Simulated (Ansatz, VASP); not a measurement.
## Al2Cu in VASP and in Ansatz

File INCAR:

```
ALGO     = Normal         # electronic algorithm
EDIFF    = 1E-6           # SCF threshold, eV
ENCUT    = 520            # plane-wave cutoff, eV
GGA      = PS             # functional
ISIF     = 2              # what is computed and relaxed
ISMEAR   = -1             # smearing method
LASPH    = T              # aspherical terms in the spheres
LCHARG   = T              # write CHGCAR
LELF     = T              # ELF
LREAL    = F              # projectors in reciprocal space
LVHAR    = T            
LWAVE    = F              # write WAVECAR
NBANDS   = 26             # bands
NELM     = 60             # most SCF steps
PREC     = Accurate       # precision mode
SIGMA    = 0.05           # smearing width, eV
```

KPOINTS

```
k-points
0
Gamma
  7 7 7
```

Contents of POSCAR:

```
Al2Cu
1.0
   -3.0535899895      3.0535899895      2.4546494773
    3.0535899895     -3.0535899895      2.4546494773
    3.0535899895      3.0535899895     -2.4546494773
Cu Al
2 4
Direct
    0.2500000000      0.2500000000      0.0000000000
    0.7500000000      0.7500000000      0.0000000000
    0.3419000000      0.1581000000      0.5000000000
    0.8419000000      0.3419000000      0.1838000000
    0.6581000000      0.8419000000      0.5000000000
    0.1581000000      0.6581000000      0.8162000000
```

File input.yaml:

```yaml
crystal:
  lattice:
    - [-3.0535899895, 3.0535899895, 2.4546494773]
    - [3.0535899895, -3.0535899895, 2.4546494773]
    - [3.0535899895, 3.0535899895, -2.4546494773]
  atoms:
    - { symbol: Cu, position: [0.25, 0.25, 0.0] }
    - { symbol: Cu, position: [0.75, 0.75, 0.0] }
    - { symbol: Al, position: [0.3419, 0.1581, 0.5] }
    - { symbol: Al, position: [0.8419, 0.3419, 0.1838] }
    - { symbol: Al, position: [0.6581, 0.8419, 0.5] }
    - { symbol: Al, position: [0.1581, 0.6581, 0.8162] }
kpoints:
  mp_grid: { grid: [7, 7, 7] }
scf:
  occupations: { method: fermi_dirac, width: 0.05 }
hamiltonian:
  xc: pbesol
  pseudopotentials: { kind: all_electron, lapw: { basis_error: 0.001 } }
output:
  forces: true
  stress: true
  eigenvalues: true
```

Change from the starting cell: volume scaled by 1.02.

Alike in both runs: task single point; functional PBEsol; k mesh 7 × 7 × 7; occupations fermi-dirac, width 0.05 eV; no spin polarisation.

|  | VASP | Ansatz |
| --- | --- | --- |
| version | VASP 6.6.1 | Ansatz 0.2.0 |
| potentials or method | VASP PAW PBE potentials, release 64 (Cu, Al), cutoff 520 eV | all-electron LAPW, scalar-relativistic |

```csv
,VASP,Ansatz,Ansatz less VASP
gap on the k mesh at the Fermi level (eV),none,none,-
pressure (GPa),-5.0,-5.3,-0.25
"traceless stress, the component that is largest in VASP (GPa)",0.11,0.11,0.000
rms of the force components (eV/Å),0.035,0.037,+0.0019
```

VASP's potentials were made for PBE, not for PBEsol. Atom by atom the forces differ by 0.002 eV/Å (rms over components). A gap of «none» marks a metal or a gap that the smearing closes. Ansatz ran all-electron here, and VASP with PAW potentials.
